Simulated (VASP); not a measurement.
Wanted: the native input for a VASP 6.6.1 run.

- Task: single point
- Functional: PBE
- Potentials or basis: VASP PAW PBE potentials, release 64 (Sr_sv, Te)
- Cutoff: 500 eV
- k mesh: 6 × 6 × 6
- Occupations: gaussian, width 0.01 eV
- Spin: no spin polarisation
- Dipole correction: no
- Further INCAR settings: ALGO = Normal; EDIFF = 1e-06; NBANDS = 15

The structure of SrTe lies in POSCAR:

```
SrTe
1.0
    0.0000000000      3.3240663196      3.3240663196
    3.3240663196      0.0000000000      3.3240663196
    3.3240663196      3.3240663196      0.0000000000
Sr Te
1 1
Direct
    0.0000000000      0.0000000000      0.0000000000
    0.5000000000      0.5000000000      0.5000000000
```

This cell differs from its parent crystal: volume changed by -3%.

The input as run:

INCAR

```
SYSTEM = SrTe
  ALGO = Normal
  EDIFF = 1E-6
  ENCUT = 500
  GGA = PE
  GGA_COMPAT = .False.
  ISIF = 2
  ISMEAR = 0
  LASPH = .True.
  LCHARG = .False.
  LREAL = .False.
  LWAVE = .False.
  NBANDS = 15
  NELM = 120
  PREC = Accurate
  SIGMA = 0.01
```

KPOINTS

```
k-points
0
Gamma
  6 6 6
  0 0 0
```

Potentials or basis: VASP PAW PBE potentials, release 64 (Sr_sv, Te).

The run is started by

```console
$ cat potpaw_PBE.64/Sr_sv/POTCAR potpaw_PBE.64/Te/POTCAR > POTCAR
$ mpirun -np 1 vasp_std > vasp.out
```

It gave:

```json
{"Pressure": "1.2 GPa", "Band gap on the k mesh": "1.68 eV, indirect (least direct gap 2.43 eV)"}
```

Caveat: spin-orbit coupling is left out, which moves the levels of the heavy elements.

It took 14 s on 1 thread of AMD EPYC 9R45 96-Core Processor (Zen 5) (shared host), peak memory 0.18 GiB.
